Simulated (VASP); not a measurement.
# SrC2 (I4/mmm) in VASP: a series of runs

Runs on SrC2. Level: LDA. Tasks: single point, relaxation of cell and atoms.

Everything below comes from runs of VASP 6.6.1. Logs are shortened: lines on timing, memory, paths and dates and some standing lists are left out, and cuts for length are marked.

## (1) The cell of the first run

It takes space group I4/mmm (No. 139, tetragonal). Conventional cell: a = 3.991 Å, b = 3.991 Å, c = 6.684 Å, α = 90.00°, β = 90.00°, γ = 90.00°. Sr (site symmetry 4/mmm) has 10 C at 2.72 to 2.89 Å within 3.6 Å. Within 1.7 Å of C (site symmetry 4mm) lie 1 C at 1.25 Å.

## (2) Single point, LDA

Contents of INCAR:

```
  PREC = Accurate
  ENCUT = 520
  EDIFF = 1E-6
  ISMEAR = 0
  SIGMA = 0.01
  LREAL = False
  LASPH = True
  NELM = 60
  ALGO = Normal
  ISIF = 2
  LWAVE = False
  LCHARG = False
  NBANDS = 16
```

Contents of KPOINTS:

```
regular mesh
0
Gamma
  10 10 10
```

Contents of POSCAR:

```
SrC2
1.0
   -1.9956982525      1.9956982525      3.3422247653
    1.9956982525     -1.9956982525      3.3422247653
    1.9956982525      1.9956982525     -3.3422247653
Sr C
1 2
Direct
    0.0000000000      0.0000000000      0.0000000000
    0.4063749070      0.4063749070      0.0000000000
    0.5936250930      0.5936250930      0.0000000000
```

Potentials or basis: VASP PAW LDA potentials, release 64 (Sr_sv, C).

On the command line:

```
$ cat potpaw_LDA.64/Sr_sv/POTCAR potpaw_LDA.64/C/POTCAR > POTCAR
$ mpirun -np 1 vasp_std > vasp.out
```

OUTCAR:

```text
PREC = Accurate
   ENCUT = 520
   EDIFF = 1E-6
   ISMEAR = 0
   LREAL = False
   LASPH = True
   NELM = 60
   ISIF = 2

 ion  position               nearest neighbor table
   1  0.000  0.000  0.000-   2 2.72   3 2.72   3 2.89   2 2.89   3 2.89   3 2.89   3 2.89   2 2.89
                             2 2.89   2 2.89
   2  0.406  0.406  0.000-   3 1.25   1 2.72   1 2.89   1 2.89   1 2.89   1 2.89
   3  0.594  0.594  0.000-   2 1.25   1 2.72   1 2.89   1 2.89   1 2.89   1 2.89

  LATTYP: Found a body centered tetragonal cell.
 ALAT       =     3.9913965050
 C/A-ratio  =     1.6747144821

  Lattice vectors:

 A1 = (  -1.9956982525,   1.9956982525,   3.3422247653)
 A2 = (   1.9956982525,  -1.9956982525,   3.3422247653)
 A3 = (   1.9956982525,   1.9956982525,  -3.3422247653)

Analysis of symmetry for initial positions (statically):
=====================================================================
 Subroutine PRICEL returns:
 Original cell was already a primitive cell.

 Routine SETGRP: Setting up the symmetry group for a
 body centered tetragonal supercell.

 Subroutine GETGRP returns: Found 16 space group operations
 (whereof 16 operations were pure point group operations)
 out of a pool of 16 trial point group operations.

The static configuration has the point symmetry D_4h.

Analysis of symmetry for dynamics (positions and initial velocities):
=====================================================================
 Subroutine PRICEL returns:
 Original cell was already a primitive cell.

 Routine SETGRP: Setting up the symmetry group for a
 body centered tetragonal supercell.

 Subroutine GETGRP returns: Found 16 space group operations
 (whereof 16 operations were pure point group operations)
 out of a pool of 16 trial point group operations.

The dynamic configuration has the point symmetry D_4h.

 Subroutine INISYM returns: Found 16 space group operations
 (whereof 16 operations are pure point group operations),
 and found     1 'primitive' translations

----------------------------------------------------------------------------------------

                                     Primitive cell

  volume of cell :      53.2458

  direct lattice vectors                    reciprocal lattice vectors
    -1.995698252  1.995698252  3.342224765     0.000000000  0.250538877  0.149600950
     1.995698252 -1.995698252  3.342224765     0.250538877  0.000000000  0.149600950
     1.995698252  1.995698252 -3.342224765     0.250538877  0.250538877  0.000000000

  length of vectors
     4.374481616  4.374481616  4.374481616     0.291805026  0.291805026  0.354315478

  position of ions in fractional coordinates (direct lattice)
     0.000000000  0.000000000  0.000000000
     0.406374907  0.406374907  0.000000000
     0.593625093  0.593625093  0.000000000

  ion indices of the primitive-cell ions
   primitive index   ion index
                 1           1
                 2           2
                 3           3

----------------------------------------------------------------------------------------

 KPOINTS: regular mesh

Automatic generation of k-mesh.
 Grid dimensions read from file:
 generate k-points for:   10   10   10

 Generating k-lattice:

  Cartesian coordinates                     Fractional coordinates (reciprocal lattice)
     0.000000000  0.025053888  0.014960095     0.100000000  0.000000000  0.000000000
     0.025053888  0.000000000  0.014960095     0.000000000  0.100000000  0.000000000
     0.025053888  0.025053888  0.000000000     0.000000000  0.000000000  0.100000000

  Length of vectors
     0.029180503  0.029180503  0.035431548

  Shift w.r.t. Gamma in fractional coordinates (k-lattice)
     0.000000000  0.000000000  0.000000000

 Subroutine IBZKPT returns following result:
 ===========================================

 Found    102 irreducible k-points:

 Following reciprocal coordinates:
            Coordinates               Weight
  0.000000  0.000000  0.000000      1.000000
  0.100000  0.000000 -0.000000      8.000000
  0.200000  0.000000 -0.000000      8.000000
  0.300000  0.000000 -0.000000      8.000000
  0.400000  0.000000  0.000000      8.000000
  0.500000 -0.000000  0.000000      4.000000
[... 16 lines left out ...]
  0.300000  0.300000 -0.000000      8.000000
  0.400000  0.300000 -0.000000     16.000000
 [... further k-points ...]
   k-points           NKPTS =    102   k-points in BZ     NKDIM =    102   number of bands    NBANDS=     16
   number of dos      NEDOS =    301   number of ions     NIONS =      3
   total plane-waves  NPLWV =  46656
   dimension x,y,z NGX =    36 NGY =   36 NGZ =   36
   dimension x,y,z NGXF=    72 NGYF=   72 NGZF=   72
   ions per type =               1   2
   NGX,Y,Z   is equivalent  to a cutoff of  13.68, 13.68, 13.68 a.u.
   NGXF,Y,Z  is equivalent  to a cutoff of  27.36, 27.36, 27.36 a.u.
 SYSTEM =  unknown system
   PREC   = accura    normal or accurate (medium, high low for compatibility)
   ISTART =      0    job   : 0-new  1-cont  2-samecut
   ICHARG =      2    charge: 1-file 2-atom 10-const
   ISPIN  =      1    spin polarized calculation?
   LNONCOLLINEAR =      F non collinear calculations
   LSORBIT =      F    spin-orbit coupling
   LASPH  =      T    aspherical Exc in radial PAW
   ENCUT  =  520.0 eV  38.22 Ry    6.18 a.u.   8.13  8.13  8.13*2*pi/ulx,y,z
   NELM   =     60;   NELMIN=  2; NELMDL= -5     # of ELM steps
   EDIFF  = 0.1E-05   stopping-criterion for ELM
   LREAL  =      F    real-space projection
   EDIFFG = 0.1E-04   stopping-criterion for IOM
   NSW    =      0    number of steps for IOM
   IBRION =     -1    ionic relax: 0-MD 1-quasi-New 2-CG
   NFREE  =      0    steps in history (QN), initial steepest desc. (CG)
   ISIF   =      2    stress and relaxation
   ISYM   =      2    0-nonsym 1-usesym 2-fastsym
   POTIM  = 0.5000    time-step for ionic-motion
   TEBEG  =    0.0;   TEEND  =   0.0 temperature during run
   PSTRESS=    0.0 pullay stress
   NELECT =      18.0000    total number of electrons
   NUPDOWN=      -1.0000    fix difference up-down
   EMIN   =  10.00;   EMAX   =-10.00  energy-range for DOS
   EFERMI =   0.00;   METHOD = LEGACY
   ISMEAR =     0;   SIGMA  =   0.01  broadening in eV -4-tet -1-fermi 0-gaus
   EFERMI_NEDOS =   21; number of points for ismear=-14 and -15
   IALGO  =     38    algorithm
   IMIX   =      4    mixing-type and parameters
     AMIX     =   0.40;   BMIX     =  1.00
     AMIX_MAG =   1.60;   BMIX_MAG =  1.00
  volume/ion in A,a.u.               =      17.75       119.77
  Fermi-wavevector in a.u.,A,eV,Ry     =   1.140435  2.155110 17.695628  1.300592
  Thomas-Fermi vector in A             =   2.277137
   LORBIT       =      0    0 simple, 1 ext, 2 COOP (PROOUT), +10 PAW based schemes
   GGA     = CA    functional components
   LHFCALC =     F    Hartree Fock is set to
   AEXX    =    0.0000 exact exchange contribution
   IVDW    =     0    specifies the selected vdW correction
   LEPSILON=     F    determine dielectric tensor
   LRPA    =     F    only Hartree local field effects (RPA)
 non-spin polarized calculation
 Gauss-broadening in eV      SIGMA  =   0.01
  energy-cutoff  :      520.00
  volume of cell :       53.25
 maximum number of plane-waves:      1472
 NGX is ok and might be reduce to    36
   NGX = 17   NGY = 17   NGZ = 17

 number of electron      18.0000000 magnetization

 Free energy of the ion-electron system (eV)
  ---------------------------------------------------
  ext. energy  EPLUGINS =         0.00000000
  ---------------------------------------------------
  free energy    TOTEN  =       -21.77700419 eV

  energy without entropy =      -21.77700419  energy(sigma->0) =      -21.77700419

 E-fermi :   1.0202     XC(G=0):  -9.6653

 val. band max:        0.8795446042   @ k =  -0.4000  -0.4000   0.4000
 cond. band min:       2.1301714178   @ k =   0.5000   0.5000  -0.0000
 fundamental gap:      1.2506268136
 Fermi energy:         1.0202065333

 k-point     1 :       0.0000    0.0000    0.0000
  band No.  band energies     occupation
      1     -31.9032      2.00000
      2     -14.0019      2.00000
      3     -14.0019      2.00000
      4     -13.8944      2.00000
      5     -11.5761      2.00000
      6      -1.5107      2.00000
[... 8 lines left out ...]
     15      10.8464      0.00000
     16      10.8866      0.00000

 k-point     2 :       0.1000    0.0000   -0.0000
  band No.  band energies     occupation
      1     -31.9009      2.00000
      2     -14.0688      2.00000
      3     -14.0003      2.00000
      4     -13.9057      2.00000
      5     -11.4919      2.00000
      6      -1.8634      2.00000
[... 8 lines left out ...]
     15      10.7483      0.00000
     16      11.1181      0.00000

 k-point     3 :       0.2000    0.0000   -0.0000
  band No.  band energies     occupation
      1     -31.8947      2.00000
      2     -14.2342      2.00000
      3     -13.9961      2.00000
      4     -13.9263      2.00000
      5     -11.2890      2.00000
      6      -2.2864      2.00000
[... 8 lines left out ...]
     15      10.2860      0.00000
     16      10.5813      0.00000

 k-point     4 :       0.3000    0.0000   -0.0000
  band No.  band energies     occupation
      1     -31.8871      2.00000
      2     -14.4152      2.00000
      3     -13.9908      2.00000
      4     -13.9486      2.00000
      5     -11.0628      2.00000
      6      -2.6509      2.00000
[... 8 lines left out ...]
     15       9.4637      0.00000
     16       9.9923      0.00000
[... 324 lines left out ...]
 k-point    22 :      -0.2000    0.2000    0.0000
  band No.  band energies     occupation
      1     -31.8896      2.00000
      2     -14.2552      2.00000
      3     -14.0748      2.00000
      4     -13.9234      2.00000
      5     -11.2164      2.00000
      6      -1.7111      2.00000
[... 8 lines left out ...]
     15       9.5928      0.00000
     16      10.7042      0.00000

 k-point    23 :       0.3000    0.3000   -0.0000
  band No.  band energies     occupation
      1     -31.8733      2.00000
      2     -14.3465      2.00000
      3     -14.2022      2.00000
      4     -13.9896      2.00000
      5     -11.0977      2.00000
      6      -2.6936      2.00000
[... 8 lines left out ...]
     15      10.0362      0.00000
     16      10.4468      0.00000

 k-point    24 :       0.4000    0.3000   -0.0000
  band No.  band energies     occupation
      1     -31.8697      2.00000
      2     -14.3646      2.00000
      3     -14.2002      2.00000
      4     -13.9961      2.00000
      5     -11.1481      2.00000
      6      -2.4887      2.00000
[... 8 lines left out ...]
     15      10.0741      0.00000
     16      10.3815      0.00000

 [... further k-points ...]

------------------------ aborting loop because EDIFF is reached ----------------------------------------

  FORCE on cell =-STRESS in cart. coord.  units (eV):
  Direction    XX          YY          ZZ          XY          YZ          ZX
  --------------------------------------------------------------------------------------
  -------------------------------------------------------------------------------------
  Total        0.0833328      0.0833328      0.2234206      0.0000000      0.0000000      0.0000000
  in kB        2.5075021      2.5075021      6.7227724      0.0000000      0.0000000      0.0000000
  external PRESSURE =       3.9125922 kB  Pullay stress =       0.0000000 kB

 VOLUME and BASIS-vectors are now :
 -----------------------------------------------------------------------------
  energy-cutoff  :      520.00
  volume of cell :       53.25
      direct lattice vectors                 reciprocal lattice vectors
    -1.995698252  1.995698252  3.342224765     0.000000000  0.250538877  0.149600950
     1.995698252 -1.995698252  3.342224765     0.250538877  0.000000000  0.149600950
     1.995698252  1.995698252 -3.342224765     0.250538877  0.250538877  0.000000000

 POSITION                                       TOTAL-FORCE (eV/Angst)
 -----------------------------------------------------------------------------------
      0.00000      0.00000      0.00000         0.000000      0.000000      0.000000
      0.00000      0.00000      2.71639         0.000000      0.000000     -0.095458
      0.00000      0.00000      3.96806        -0.000000     -0.000000      0.095458
 -----------------------------------------------------------------------------------
    total drift:                                0.000000      0.000000      0.000000

  FREE ENERGIE OF THE ION-ELECTRON SYSTEM (eV)
  ---------------------------------------------------
  free  energy   TOTEN  =       -21.7770041943 eV

  energy  without entropy=      -21.7770041943  energy(sigma->0) =      -21.77700419
```

Wall time 65 s (1 thread of AMD EPYC 9R45 (Zen 5), shared host); peak memory 0.2 GiB.

What came out:

```yaml
Free_energy: -21.7770 eV
Pressure: 0.4 GPa
Largest_force: 0.095 eV/Å
Band_gap_on_the_k_mesh: 1.25 eV (least direct gap 2.14 eV)
```

Forces in eV/Å, atoms in the order of the input:
```
Sr   0.000  0.000  0.000
C    0.000  0.000 -0.095
C    0.000  0.000  0.095
```

A k mesh can miss the band edges.

## (3) Relaxation of cell and atoms, LDA

This run uses another cell than the first one, of 18.44 Å³/atom.

Contents of INCAR:

```
PREC = Accurate
ENCUT = 600
EDIFF = 1E-6
ISMEAR = 0
SIGMA = 0.01
LREAL = False
LASPH = True
NELM = 80
ALGO = Normal
ISIF = 3
LWAVE = False
LCHARG = False
IBRION = 2
NSW = 80
EDIFFG = -0.001
```

Contents of KPOINTS:

```
Automatic mesh
0
Gamma
  10 10 10
```

Contents of POSCAR:

```
SrC2
1.0
   -2.0248971526      2.0248971526      3.3722297372
    2.0248971526     -2.0248971526      3.3722297372
    2.0248971526      2.0248971526     -3.3722297372
Sr C
1 2
Direct
    0.0000000000      0.0000000000      0.0000000000
    0.4065869801      0.4065869801      0.0000000000
    0.5934130199      0.5934130199      0.0000000000
```

Potentials or basis: VASP PAW LDA potentials, release 64 (Sr_sv, C).

On the command line:

```
$ cat potpaw_LDA.64/Sr_sv/POTCAR potpaw_LDA.64/C/POTCAR > POTCAR
$ mpirun -np 1 vasp_std > vasp.out
```

It took 8.5 min on 1 thread of AMD EPYC 9R45 (Zen 5), shared host; peak memory 0.21 GiB.

The run converged. Its results:

```yaml
Free_energy: -21.7819 eV
Relaxed_volume: 17.80 Å³/atom
Relaxed_cell: a = 4.379 Å, b = 4.379 Å, c = 4.379 Å, α = 125.70°, β = 125.70°, γ = 80.38°
Space_group_after_relaxing_to_0.1_Å: I4/mmm (No. 139)
Energy_gained_by_relaxing: 4.2 meV/atom
Ionic_steps: 31
Pressure_after_relaxing: 0.0 GPa
Band_gap_on_the_k_mesh: 1.26 eV (least direct gap 2.15 eV)
```

Step by step:
| step | energy change (eV) | largest force (eV/Å) | pressure (GPa) | volume (Å³) |
| --- | --- | --- | --- | --- |
| 1 | 0.0000 | 0.4315 | -2.32 | 55.31 |
| 2 | 0.1350 | 5.3467 | 6.22 | 53.19 |
| 3 | -0.0042 | 0.2716 | -1.24 | 54.98 |
| 4 | -0.0121 | 0.1191 | -0.22 | 53.56 |
| 5 | -0.0121 | 0.1311 | -0.20 | 53.51 |
| 6 | -0.0090 | 0.6817 | 1.21 | 53.06 |
| 7 | -0.0123 | 0.0023 | 0.05 | 53.44 |
| 8 | -0.0125 | 0.0113 | 0.06 | 53.38 |
| 9 | -0.0125 | 0.0153 | 0.05 | 53.36 |
| 10 | -0.0125 | 0.0172 | 0.05 | 53.36 |
| 11 | -0.0125 | 0.0173 | 0.06 | 53.36 |
| 12 | -0.0125 | 0.0166 | 0.06 | 53.36 |
| 13 | -0.0125 | 0.0652 | 0.11 | 53.39 |
| 14 | -0.0125 | 0.0125 | 0.06 | 53.37 |
| 15 | -0.0125 | 0.0068 | 0.01 | 53.41 |
| 16 | -0.0125 | 0.0093 | 0.01 | 53.41 |
| 17 | -0.0125 | 0.0187 | 0.00 | 53.45 |
| 18 | -0.0125 | 0.0016 | -0.03 | 53.43 |
| 19 | -0.0125 | 0.0021 | -0.04 | 53.42 |
| 20 | -0.0125 | 0.0057 | -0.03 | 53.42 |
| 21 | -0.0125 | 0.0071 | -0.02 | 53.42 |
| 22 | -0.0125 | 0.0298 | 0.03 | 53.41 |
| 23 | -0.0125 | 0.0061 | 0.00 | 53.41 |
| 24 | -0.0125 | 0.0005 | 0.00 | 53.41 |
| 25 | -0.0125 | 0.0013 | 0.00 | 53.41 |
| 26 | -0.0125 | 0.0025 | 0.00 | 53.41 |
| 27 | -0.0125 | 0.0031 | 0.00 | 53.41 |
| 28 | -0.0125 | 0.0034 | 0.00 | 53.41 |
| 29 | -0.0125 | 0.0022 | 0.00 | 53.41 |
| 30 | -0.0125 | 0.0010 | 0.00 | 53.41 |
| 31 | -0.0125 | 0.0005 | 0.00 | 53.41 |

Final structure:
```xyz
3
Lattice="-1.9980 1.9980 3.3451 1.9980 -1.9980 3.3451 1.9980 1.9980 -3.3451" Properties=species:S:1:pos:R:3 pbc="T T T"
Sr    0.0000    0.0000    0.0000
C     0.0000    0.0000    2.7186
C     0.0000    0.0000    3.9715
```

Levels at points of the mesh, in eV from the valence-band top:
| k point | band 6 | band 7 | band 8 | band 9 | band 10 | band 11 | band 12 | band 13 |
| --- | --- | --- | --- | --- | --- | --- | --- | --- |
| (0.00, 0.00, 0.00) | -2.38 | -2.18 | -0.91 | -0.91 | 3.30 | 3.30 | 4.38 | 5.52 |
| (0.50, 0.00, 0.00) | -3.87 | -2.31 | -1.85 | -0.36 | 4.77 | 5.86 | 6.54 | 7.15 |
| (0.50, 0.50, 0.00) | -2.66 | -1.98 | -1.22 | -0.89 | 1.26 | 5.90 | 7.63 | 8.92 |
| (0.50, 0.50, 0.50) | -3.63 | -1.29 | -1.29 | -0.04 | 3.09 | 6.21 | 6.86 | 6.86 |
